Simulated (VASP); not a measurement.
# GaAs (I-4m2) in VASP: single point with PBEsol

Aim: the single point of GaAs with PBEsol.

Everything below comes from runs of VASP 6.6.1. Logs are shortened: lines on timing, memory, paths and dates and some standing lists are left out, and cuts for length are marked.

### 1 The cell of the first run

The structure is tetragonal, space group I-4m2 (No. 119). The conventional cell has a = 5.563 Å, b = 5.563 Å, c = 3.032 Å, α = 90.00°, β = 90.00°, γ = 90.00°. Ga (site symmetry -4m2) has 8 As at 2.88 to 3.59 Å and 2 Ga at 3.03 Å within 3.8 Å. As (site symmetry -4m2) has 8 Ga at 2.88 to 3.59 Å and 2 As at 3.03 Å within 3.8 Å.

### 2 Single point, PBEsol (Sb replaced by As, lengths x 0.954, strained)

INCAR reads:

```
PREC = Accurate ; ENCUT = 520
EDIFF = 1E-6 ; ISMEAR = 0
SIGMA = 0.1 ; LREAL = F
LASPH = T ; NELM = 100
ALGO = Normal ; ISIF = 2
LWAVE = F ; LCHARG = F
GGA = PS ; NBANDS = 16
```

KPOINTS reads:

```
Automatic mesh
0
Gamma
  16 16 16
```

POSCAR reads:

```
GaAs
1.0
   -2.7815339017      2.7815339017      1.5158865421
    2.7815339017     -2.7815339017      1.5158865421
    2.7815339017      2.7815339017     -1.5158865421
Ga As
1 1
Direct
    0.2500000000      0.7500000000      0.5000000000
    0.0000000000      0.0000000000      0.0000000000
```

Potentials or basis: VASP PAW PBE potentials, release 64 (Ga_d, As).

On the command line:

```console
> cat potpaw_PBE.64/Ga_d/POTCAR potpaw_PBE.64/As/POTCAR > POTCAR
> mpirun -np 1 vasp_std > vasp.out
```

OUTCAR:

```text
PREC = Accurate
   ENCUT = 520
   EDIFF = 1E-6
   ISMEAR = 0
   LREAL = F
   LASPH = T
   NELM = 100
   ISIF = 2
   GGA = PS

 ion  position               nearest neighbor table
   1  0.250  0.750  0.500-   2 2.88   2 2.88   2 2.88   2 2.88
   2  0.000  0.000  0.000-   1 2.88   1 2.88   1 2.88   1 2.88

  LATTYP: Found a body centered tetragonal cell.
 ALAT       =     5.5630678034
 C/A-ratio  =     0.5449822277

  Lattice vectors:

 A1 = (  -2.7815339017,   2.7815339017,   1.5158865421)
 A2 = (   2.7815339017,  -2.7815339017,   1.5158865421)
 A3 = (   2.7815339017,   2.7815339017,  -1.5158865421)

Analysis of symmetry for initial positions (statically):
=====================================================================
 Subroutine PRICEL returns:
 Original cell was already a primitive cell.

 Routine SETGRP: Setting up the symmetry group for a
 body centered tetragonal supercell.

 Subroutine GETGRP returns: Found  8 space group operations
 (whereof  8 operations were pure point group operations)
 out of a pool of 16 trial point group operations.

The static configuration has the point symmetry D_2d.

Analysis of symmetry for dynamics (positions and initial velocities):
=====================================================================
 Subroutine PRICEL returns:
 Original cell was already a primitive cell.

 Routine SETGRP: Setting up the symmetry group for a
 body centered tetragonal supercell.

 Subroutine GETGRP returns: Found  8 space group operations
 (whereof  8 operations were pure point group operations)
 out of a pool of 16 trial point group operations.

The dynamic configuration has the point symmetry D_2d.

 Subroutine INISYM returns: Found  8 space group operations
 (whereof  8 operations are pure point group operations),
 and found     1 'primitive' translations

----------------------------------------------------------------------------------------

                                     Primitive cell

  volume of cell :      46.9132

  direct lattice vectors                    reciprocal lattice vectors
    -2.781533902  2.781533902  1.515886542     0.000000000  0.179756932  0.329839989
[... 81 lines left out ...]
   LNONCOLLINEAR =      F non collinear calculations
   LSORBIT =      F    spin-orbit coupling
   LASPH  =      T    aspherical Exc in radial PAW
   ENCUT  =  520.0 eV  38.22 Ry    6.18 a.u.   7.84  7.84  7.84*2*pi/ulx,y,z
   NELM   =    100;   NELMIN=  2; NELMDL= -5     # of ELM steps
   EDIFF  = 0.1E-05   stopping-criterion for ELM
   LREAL  =      F    real-space projection
   EDIFFG = 0.1E-04   stopping-criterion for IOM
   NSW    =      0    number of steps for IOM
   IBRION =     -1    ionic relax: 0-MD 1-quasi-New 2-CG
   NFREE  =      0    steps in history (QN), initial steepest desc. (CG)
   ISIF   =      2    stress and relaxation
   ISYM   =      2    0-nonsym 1-usesym 2-fastsym
   POTIM  = 0.5000    time-step for ionic-motion
   TEBEG  =    0.0;   TEEND  =   0.0 temperature during run
   PSTRESS=    0.0 pullay stress
   NELECT =      18.0000    total number of electrons
   NUPDOWN=      -1.0000    fix difference up-down
   EMIN   =  10.00;   EMAX   =-10.00  energy-range for DOS
   EFERMI =   0.00;   METHOD = LEGACY
   ISMEAR =     0;   SIGMA  =   0.10  broadening in eV -4-tet -1-fermi 0-gaus
   EFERMI_NEDOS =   21; number of points for ismear=-14 and -15
   IALGO  =     38    algorithm
   IMIX   =      4    mixing-type and parameters
     AMIX     =   0.40;   BMIX     =  1.00
     AMIX_MAG =   1.60;   BMIX_MAG =  1.00
  volume/ion in A,a.u.               =      23.46       158.29
  Fermi-wavevector in a.u.,A,eV,Ry     =   1.189599  2.248016 19.254222  1.415145
  Thomas-Fermi vector in A             =   2.325703
   LORBIT       =      0    0 simple, 1 ext, 2 COOP (PROOUT), +10 PAW based schemes
   GGA     = PS    functional components
   LHFCALC =     F    Hartree Fock is set to
   AEXX    =    0.0000 exact exchange contribution
   IVDW    =     0    specifies the selected vdW correction
   LEPSILON=     F    determine dielectric tensor
   LRPA    =     F    only Hartree local field effects (RPA)
 non-spin polarized calculation
 Gauss-broadening in eV      SIGMA  =   0.10
  energy-cutoff  :      520.00
  volume of cell :       46.91
 maximum number of plane-waves:      1286
   NGX = 15   NGY = 15   NGZ = 15

 number of electron      17.9999986 magnetization

 Free energy of the ion-electron system (eV)
  ---------------------------------------------------
  ext. energy  EPLUGINS =         0.00000000
  ---------------------------------------------------
  free energy    TOTEN  =        -8.07895195 eV

  energy without entropy =       -8.07521693  energy(sigma->0) =       -8.07708444

 E-fermi :   3.6403     XC(G=0):  -9.9690

 val. band max:        3.6387156356   @ k =  -0.3125  -0.3750   0.0625
 cond. band min:       3.6500462724   @ k =  -0.3750  -0.4375   0.3125
 fundamental gap:      0.0113306367
 Fermi energy:         3.6402788690

 k-point     1 :       0.0000    0.0000    0.0000
  band No.  band energies     occupation
      1     -11.1458      2.00000
      2     -11.0096      2.00000
      3     -11.0081      2.00000
      4     -10.9827      2.00000
      5     -10.9827      2.00000
      6      -8.4588      2.00000
[... 433 lines left out ...]
      3     -11.0086      2.00000
      4     -10.9828      2.00000
      5     -10.9824      2.00000
      6      -8.4328      2.00000
[... 8 lines left out ...]
     15      14.0281      0.00000
     16      14.7051      0.00000

 [... further k-points ...]

------------------------ aborting loop because EDIFF is reached ----------------------------------------

  FORCE on cell =-STRESS in cart. coord.  units (eV):
  Direction    XX          YY          ZZ          XY          YZ          ZX
  --------------------------------------------------------------------------------------
  -------------------------------------------------------------------------------------
  Total       -3.2914932     -3.2914932     -2.9913759      0.0000000      0.0000000      0.0000000
  in kB     -112.4108262   -112.4108262   -102.1612445      0.0000000      0.0000000      0.0000000
  external PRESSURE =    -108.9942990 kB  Pullay stress =       0.0000000 kB

 VOLUME and BASIS-vectors are now :
 -----------------------------------------------------------------------------
  energy-cutoff  :      520.00
  volume of cell :       46.91
      direct lattice vectors                 reciprocal lattice vectors
    -2.781533902  2.781533902  1.515886542     0.000000000  0.179756932  0.329839989
     2.781533902 -2.781533902  1.515886542     0.179756932  0.000000000  0.329839989
     2.781533902  2.781533902 -1.515886542     0.179756932  0.179756932  0.000000000

 POSITION                                       TOTAL-FORCE (eV/Angst)
 -----------------------------------------------------------------------------------
      2.78153     -0.00000      0.75794        -0.000000      0.000000     -0.000000
      0.00000      0.00000      0.00000         0.000000     -0.000000      0.000000
 -----------------------------------------------------------------------------------
    total drift:                                0.000000     -0.000000     -0.000000

  FREE ENERGIE OF THE ION-ELECTRON SYSTEM (eV)
  ---------------------------------------------------
  free  energy   TOTEN  =        -8.0789519501 eV

  energy  without entropy=       -8.0752169316  energy(sigma->0) =       -8.07708444
```

Run time: 2.5 min. Hardware: 1 thread of Intel Xeon 6975P-C (Granite Rapids), shared host; peak memory 0.39 GiB.

Results:

```
Free energy            : -8.0790 eV
Pressure               : -10.9 GPa
Band gap on the k mesh : zero (band 9 reaches 5.25 eV, above the bottom of band 10 at 1.21 eV)
```

Stress tensor (GPa, compression positive):
```
-11.24   0.00   0.00
  0.00 -11.24   0.00
  0.00   0.00 -10.22
```

Levels at points of the mesh, in eV from the Fermi level:
```tsv
k point	band 7	band 8	band 9	band 10	band 11	band 12
(0.00, 0.00, 0.00)	-4.10	-1.84	-1.84	4.04	4.17	6.63
(0.50, 0.00, 0.00)	-4.87	-2.30	-1.11	-1.11	2.95	3.14
(0.50, 0.50, 0.00)	-7.53	-0.47	1.61	1.71	2.15	4.04
(0.50, 0.50, 0.50)	-5.71	-4.43	-4.43	3.47	6.51	8.48
```

Caveat: the cell differs from its parent crystal (Sb replaced by As, lengths x 0.954, strained); the PAW data sets were made with another functional, which shifts forces and pressure a little.
